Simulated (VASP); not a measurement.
# MgO (Fm-3m) in VASP: notebook

MgO is run at these levels: r2SCAN; tasks: single point.

All numbers are computed with VASP 6.6.1; they aren't measurements. Logs are shortened: lines on timing, memory, paths and dates and some standing lists are left out, and cuts for length are marked.

**1. The cell of the first run**

Symmetry: Fm-3m, No. 225, cubic system. Conventional cell: a = 4.109 Å, b = 4.109 Å, c = 4.109 Å, α = 90.00°, β = 90.00°, γ = 90.00°. Mg (site symmetry m-3m) has 6 O at 2.05 Å within 2.7 Å. Within 2.7 Å of O (site symmetry m-3m) lie 6 Mg at 2.05 Å.

**2. Single point, r2SCAN**

POSCAR

```
MgO
1.0
    0.0000000000      2.0542561431      2.0542561431
    2.0542561431      0.0000000000      2.0542561431
    2.0542561431      2.0542561431      0.0000000000
Mg O
1 1
Direct
    0.0000000000      0.0000000000      0.0000000000
    0.5000000000      0.5000000000      0.5000000000
```

INCAR.step1

```
SYSTEM = MgO
PREC = Accurate
ENCUT = 750
ISMEAR = 0
SIGMA = 0.02
LREAL = .False.
LASPH = .True.
NELM = 120
NBANDS = 15
GGA = PE
ALGO = Normal
EDIFF = 1E-5
LWAVE = .True.
LCHARG = .False.
GGA_COMPAT = .False.
```

INCAR.step2

```
SYSTEM = MgO
PREC = Accurate
ENCUT = 750
EDIFF = 1E-6
ISMEAR = 0
SIGMA = 0.02
LREAL = .False.
LASPH = .True.
NELM = 120
ALGO = Normal
ISIF = 2
LWAVE = .False.
LCHARG = .False.
METAGGA = R2SCAN
LMIXTAU = .True.
NBANDS = 15
ISTART = 1
GGA_COMPAT = .False.
```

KPOINTS

```
Automatic mesh
0
Gamma
  10 10 10
  0 0 0
```

Potentials or basis: VASP PAW PBE potentials, release 64 (Mg_sv, O).

Command:

```bash
$ cat potpaw_PBE.64/Mg_sv/POTCAR potpaw_PBE.64/O/POTCAR > POTCAR
$ cp INCAR.step1 INCAR
$ mpirun -np 1 vasp_std > vasp.out
$ cp INCAR.step2 INCAR
$ mpirun -np 1 vasp_std > vasp.out
```

OUTCAR:

```text
SYSTEM = MgO
   PREC = Accurate
   ENCUT = 750
   EDIFF = 1E-6
   ISMEAR = 0
   LREAL = .False.
   LASPH = .True.
   NELM = 120
   ISIF = 2
   METAGGA = R2SCAN
   ISTART = 1

 ion  position               nearest neighbor table
   1  0.000  0.000  0.000-   2 2.05   2 2.05   2 2.05   2 2.05   2 2.05   2 2.05
   2  0.500  0.500  0.500-   1 2.05   1 2.05   1 2.05   1 2.05   1 2.05   1 2.05

  LATTYP: Found a face centered cubic cell.
 ALAT       =     4.1085122862

  Lattice vectors:

 A1 = (   0.0000000000,   2.0542561431,   2.0542561431)
 A2 = (   2.0542561431,   0.0000000000,   2.0542561431)
 A3 = (   2.0542561431,   2.0542561431,   0.0000000000)

Analysis of symmetry for initial positions (statically):
=====================================================================
 Subroutine PRICEL returns:
 Original cell was already a primitive cell.

 Routine SETGRP: Setting up the symmetry group for a
 face centered cubic supercell.

 Subroutine GETGRP returns: Found 48 space group operations
 (whereof 48 operations were pure point group operations)
 out of a pool of 48 trial point group operations.

The static configuration has the point symmetry O_h .

Analysis of symmetry for dynamics (positions and initial velocities):
=====================================================================
 Subroutine PRICEL returns:
 Original cell was already a primitive cell.

 Routine SETGRP: Setting up the symmetry group for a
 face centered cubic supercell.

 Subroutine GETGRP returns: Found 48 space group operations
 (whereof 48 operations were pure point group operations)
 out of a pool of 48 trial point group operations.

The dynamic configuration has the point symmetry O_h .

 Subroutine INISYM returns: Found 48 space group operations
 (whereof 48 operations are pure point group operations),
 and found     1 'primitive' translations

----------------------------------------------------------------------------------------

                                     Primitive cell

  volume of cell :      17.3378

  direct lattice vectors                    reciprocal lattice vectors
     0.000000000  2.054256143  2.054256143    -0.243397106  0.243397106  0.243397106
     2.054256143  0.000000000  2.054256143     0.243397106 -0.243397106  0.243397106
     2.054256143  2.054256143  0.000000000     0.243397106  0.243397106 -0.243397106

  length of vectors
     2.905156898  2.905156898  2.905156898     0.421576154  0.421576154  0.421576154

  position of ions in fractional coordinates (direct lattice)
     0.000000000  0.000000000  0.000000000
     0.500000000  0.500000000  0.500000000

  ion indices of the primitive-cell ions
   primitive index   ion index
                 1           1
                 2           2

----------------------------------------------------------------------------------------

 KPOINTS: Automatic mesh

Automatic generation of k-mesh.
 Grid dimensions read from file:
 generate k-points for:   10   10   10

 Generating k-lattice:

  Cartesian coordinates                     Fractional coordinates (reciprocal lattice)
    -0.024339711  0.024339711  0.024339711     0.100000000  0.000000000  0.000000000
     0.024339711 -0.024339711  0.024339711     0.000000000  0.100000000  0.000000000
     0.024339711  0.024339711 -0.024339711     0.000000000  0.000000000  0.100000000

  Length of vectors
     0.042157615  0.042157615  0.042157615

  Shift w.r.t. Gamma in fractional coordinates (k-lattice)
     0.000000000  0.000000000  0.000000000

 Subroutine IBZKPT returns following result:
 ===========================================

 Found     47 irreducible k-points:

 Following reciprocal coordinates:
            Coordinates               Weight
  0.000000  0.000000  0.000000      1.000000
  0.100000  0.000000  0.000000      8.000000
  0.200000  0.000000  0.000000      8.000000
  0.300000  0.000000  0.000000      8.000000
  0.400000  0.000000  0.000000      8.000000
  0.500000  0.000000  0.000000      4.000000
[... 16 lines left out ...]
  0.300000  0.300000  0.000000      6.000000
  0.400000  0.300000  0.000000     24.000000
 [... further k-points ...]
   k-points           NKPTS =     47   k-points in BZ     NKDIM =     47   number of bands    NBANDS=     15
   number of dos      NEDOS =    301   number of ions     NIONS =      2
   total plane-waves  NPLWV =  21952
   dimension x,y,z NGX =    28 NGY =   28 NGZ =   28
   dimension x,y,z NGXF=    56 NGYF=   56 NGZF=   56
   ions per type =               1   1
   NGX,Y,Z   is equivalent  to a cutoff of  16.02, 16.02, 16.02 a.u.
   NGXF,Y,Z  is equivalent  to a cutoff of  32.05, 32.05, 32.05 a.u.
 SYSTEM =  MgO
   PREC   = accura    normal or accurate (medium, high low for compatibility)
   ISTART =      1    job   : 0-new  1-cont  2-samecut
   ICHARG =      0    charge: 1-file 2-atom 10-const
   ISPIN  =      1    spin polarized calculation?
   LNONCOLLINEAR =      F non collinear calculations
   LSORBIT =      F    spin-orbit coupling
   LASPH  =      T    aspherical Exc in radial PAW
   ENCUT  =  750.0 eV  55.12 Ry    7.42 a.u.   6.49  6.49  6.49*2*pi/ulx,y,z
   NELM   =    120;   NELMIN=  2; NELMDL=  0     # of ELM steps
   EDIFF  = 0.1E-05   stopping-criterion for ELM
   LREAL  =      F    real-space projection
   EDIFFG = 0.1E-04   stopping-criterion for IOM
   NSW    =      0    number of steps for IOM
   IBRION =     -1    ionic relax: 0-MD 1-quasi-New 2-CG
   NFREE  =      0    steps in history (QN), initial steepest desc. (CG)
   ISIF   =      2    stress and relaxation
   ISYM   =      2    0-nonsym 1-usesym 2-fastsym
   POTIM  = 0.5000    time-step for ionic-motion
   TEBEG  =    0.0;   TEEND  =   0.0 temperature during run
   PSTRESS=    0.0 pullay stress
   NELECT =      16.0000    total number of electrons
   NUPDOWN=      -1.0000    fix difference up-down
   EMIN   =  10.00;   EMAX   =-10.00  energy-range for DOS
   EFERMI =   0.00;   METHOD = LEGACY
   ISMEAR =     0;   SIGMA  =   0.02  broadening in eV -4-tet -1-fermi 0-gaus
   EFERMI_NEDOS =   21; number of points for ismear=-14 and -15
   IALGO  =     38    algorithm
   IMIX   =      4    mixing-type and parameters
     AMIX     =   0.40;   BMIX     =  1.00
     AMIX_MAG =   1.60;   BMIX_MAG =  1.00
  volume/ion in A,a.u.               =       8.67        58.50
  Fermi-wavevector in a.u.,A,eV,Ry     =   1.593860  3.011959 34.564110  2.540390
  Thomas-Fermi vector in A             =   2.692025
   LORBIT       =      0    0 simple, 1 ext, 2 COOP (PROOUT), +10 PAW based schemes
   METAGGA = R2SCAN    functional components
   LHFCALC =     F    Hartree Fock is set to
   AEXX    =    0.0000 exact exchange contribution
   IVDW    =     0    specifies the selected vdW correction
   LEPSILON=     F    determine dielectric tensor
   LRPA    =     F    only Hartree local field effects (RPA)
 non-spin polarized calculation
 Gauss-broadening in eV      SIGMA  =   0.02
  energy-cutoff  :      750.00
  volume of cell :       17.34
 maximum number of plane-waves:       869
 NGX is ok and might be reduce to    28
   NGX = 13   NGY = 13   NGZ = 13

 number of electron      16.0000006 magnetization

 Free energy of the ion-electron system (eV)
  ---------------------------------------------------
  ext. energy  EPLUGINS =         0.00000000
  ---------------------------------------------------
  free energy    TOTEN  =       -16.10773461 eV

  energy without entropy =      -16.10773461  energy(sigma->0) =      -16.10773461

 E-fermi :   3.1807     XC(G=0): -12.4600

 val. band max:        3.0534152493   @ k =   0.0000   0.0000   0.0000
 cond. band min:       9.4919039113   @ k =   0.0000   0.0000   0.0000
 fundamental gap:      6.4384886619
 Fermi energy:         3.1807375367

 k-point     1 :       0.0000    0.0000    0.0000
  band No.  band energies     occupation
      1     -71.6513      2.00000
      2     -36.7358      2.00000
      3     -36.7358      2.00000
      4     -36.7358      2.00000
      5     -15.5288      2.00000
      6       3.0534      2.00000
      7       3.0534      2.00000
      8       3.0534      2.00000
      9       9.4919      0.00000
     10      20.3556      0.00000
     11      20.3556      0.00000
     12      20.3556      0.00000
     13      24.6870      0.00000
     14      26.5922      0.00000
     15      26.5922      0.00000

 k-point     2 :       0.1000    0.0000    0.0000
  band No.  band energies     occupation
      1     -71.6498      2.00000
      2     -36.7464      2.00000
      3     -36.7363      2.00000
      4     -36.7363      2.00000
      5     -15.4064      2.00000
      6       2.4076      2.00000
      7       2.9745      2.00000
      8       2.9745      2.00000
      9      10.1028      0.00000
     10      19.0880      0.00000
     11      20.6382      0.00000
     12      20.6382      0.00000
     13      25.9957      0.00000
     14      25.9957      0.00000
     15      26.5263      0.00000

 k-point     3 :       0.2000    0.0000    0.0000
  band No.  band energies     occupation
      1     -71.6468      2.00000
      2     -36.7757      2.00000
      3     -36.7388      2.00000
      4     -36.7388      2.00000
      5     -15.0710      2.00000
      6       1.0180      2.00000
      7       2.7741      2.00000
      8       2.7741      2.00000
      9      11.3020      0.00000
     10      17.6030      0.00000
     11      21.2586      0.00000
     12      21.2586      0.00000
     13      25.3482      0.00000
     14      25.3482      0.00000
     15      28.1469      0.00000
[... 343 lines left out ...]
 k-point    23 :       0.3000    0.3000    0.0000
  band No.  band energies     occupation
      1     -71.6407      2.00000
      2     -36.8012      2.00000
      3     -36.7595      2.00000
      4     -36.7595      2.00000
      5     -14.4156      2.00000
      6      -0.2884      2.00000
      7       2.0267      2.00000
      8       2.0267      2.00000
      9      13.7923      0.00000
     10      14.6088      0.00000
     11      19.6348      0.00000
     12      23.2655      0.00000
     13      23.2655      0.00000
     14      29.4797      0.00000
     15      33.7583      0.00000

 k-point    24 :       0.4000    0.3000    0.0000
  band No.  band energies     occupation
      1     -71.6383      2.00000
      2     -36.8147      2.00000
      3     -36.7667      2.00000
      4     -36.7635      2.00000
      5     -14.1442      2.00000
      6      -0.7605      2.00000
      7       1.6314      2.00000
      8       1.8630      2.00000
      9      14.1776      0.00000
     10      14.7712      0.00000
     11      18.7531      0.00000
     12      23.6376      0.00000
     13      23.8754      0.00000
     14      30.3660      0.00000
     15      33.2173      0.00000

 [... further k-points ...]

------------------------ aborting loop because EDIFF is reached ----------------------------------------

  FORCE on cell =-STRESS in cart. coord.  units (eV):
  Direction    XX          YY          ZZ          XY          YZ          ZX
  --------------------------------------------------------------------------------------
  -------------------------------------------------------------------------------------
  Total        1.4011411      1.4011411      1.4011411      0.0000000      0.0000000     -0.0000000
  in kB      129.4788024    129.4788024    129.4788024      0.0000000      0.0000000     -0.0000000
  external PRESSURE =     129.4788024 kB  Pullay stress =       0.0000000 kB

 VOLUME and BASIS-vectors are now :
 -----------------------------------------------------------------------------
  energy-cutoff  :      750.00
  volume of cell :       17.34
      direct lattice vectors                 reciprocal lattice vectors
     0.000000000  2.054256143  2.054256143    -0.243397106  0.243397106  0.243397106
     2.054256143  0.000000000  2.054256143     0.243397106 -0.243397106  0.243397106
     2.054256143  2.054256143  0.000000000     0.243397106  0.243397106 -0.243397106

 POSITION                                       TOTAL-FORCE (eV/Angst)
 -----------------------------------------------------------------------------------
      0.00000      0.00000      0.00000         0.000000      0.000000      0.000000
      2.05426      2.05426      2.05426        -0.000000     -0.000000     -0.000000
 -----------------------------------------------------------------------------------
    total drift:                                0.000000      0.000000      0.000000

  FREE ENERGIE OF THE ION-ELECTRON SYSTEM (eV)
  ---------------------------------------------------
  free  energy   TOTEN  =       -16.1077346125 eV

  energy  without entropy=      -16.1077346125  energy(sigma->0) =      -16.10773461
```

Run time: 60 s. Hardware: 1 thread of AMD EPYC 9R45 (Zen 5), shared host; peak memory 0.14 GiB.

Results:

| Property | Result |
| --- | --- |
| Free energy | -16.1077 eV |
| Pressure | 12.9 GPa |
| Band gap on the k mesh | 6.44 eV |

Caveat: the cell stands under pressure; the PAW data sets were made with another functional, which shifts forces and pressure a little. r2SCAN opens gaps a little over a GGA but as a rule still falls short of measured ones.

**3. Single point, r2SCAN**

This run uses another cell than the first one, of 9.37 Å³/atom.

POSCAR

```
MgO
1.0
    0.0000000000      2.1085000000      2.1085000000
    2.1085000000      0.0000000000      2.1085000000
    2.1085000000      2.1085000000      0.0000000000
Mg O
1 1
Direct
    0.0000000000      0.0000000000      0.0000000000
    0.5000000000      0.5000000000      0.5000000000
```

INCAR.step1

```
PREC = Accurate ; ENCUT = 750
ISMEAR = 0 ; SIGMA = 0.1
LREAL = F ; LASPH = T
NELM = 120 ; NBANDS = 15
GGA = PE ; ALGO = Normal
EDIFF = 1E-5 ; LWAVE = T
LCHARG = F ; GGA_COMPAT = F
```

INCAR.step2

```
PREC = Accurate ; ENCUT = 750
EDIFF = 1E-6 ; ISMEAR = 0
SIGMA = 0.1 ; LREAL = F
LASPH = T ; NELM = 120
ALGO = Normal ; ISIF = 2
LWAVE = F ; LCHARG = F
METAGGA = R2SCAN ; LMIXTAU = T
NBANDS = 15 ; ISTART = 1
GGA_COMPAT = F
```

KPOINTS

```
Automatic mesh
0
Gamma
  8 8 8
```

Potentials or basis: VASP PAW PBE potentials, release 64 (Mg_sv, O).

Command:

```bash
$ cat potpaw_PBE.64/Mg_sv/POTCAR potpaw_PBE.64/O/POTCAR > POTCAR
$ cp INCAR.step1 INCAR
$ mpirun -np 1 vasp_std > vasp.out
$ cp INCAR.step2 INCAR
$ mpirun -np 1 vasp_std > vasp.out
```

Wall time 93 s (1 thread of AMD EPYC 7R43 (Zen 3), shared host); peak memory 0.12 GiB.

The run converged. Its results:

| Property | Result |
| --- | --- |
| Free energy | -16.1629 eV |
| Pressure | -1.4 GPa |
| Band gap on the k mesh | 5.61 eV |

Levels at points of the mesh, in eV from the valence-band top:
| k point | band 4 | band 5 | band 6 | band 7 | band 8 | band 9 | band 10 | band 11 | band 12 | band 13 |
| --- | --- | --- | --- | --- | --- | --- | --- | --- | --- | --- |
| (0.00, 0.00, 0.00) | -40.08 | -18.17 | 0.00 | 0.00 | 0.00 | 5.61 | 16.84 | 16.84 | 16.84 | 20.94 |
| (0.50, 0.00, 0.00) | -40.08 | -16.90 | -4.58 | -0.67 | -0.67 | 8.81 | 13.80 | 17.47 | 17.47 | 22.46 |
| (0.50, 0.50, 0.00) | -40.10 | -16.69 | -4.06 | -1.36 | -1.36 | 10.04 | 11.12 | 14.27 | 20.40 | 20.40 |

Caveat: the PAW data sets were made with another functional, which shifts forces and pressure a little. r2SCAN opens gaps a little over a GGA but as a rule still falls short of measured ones.
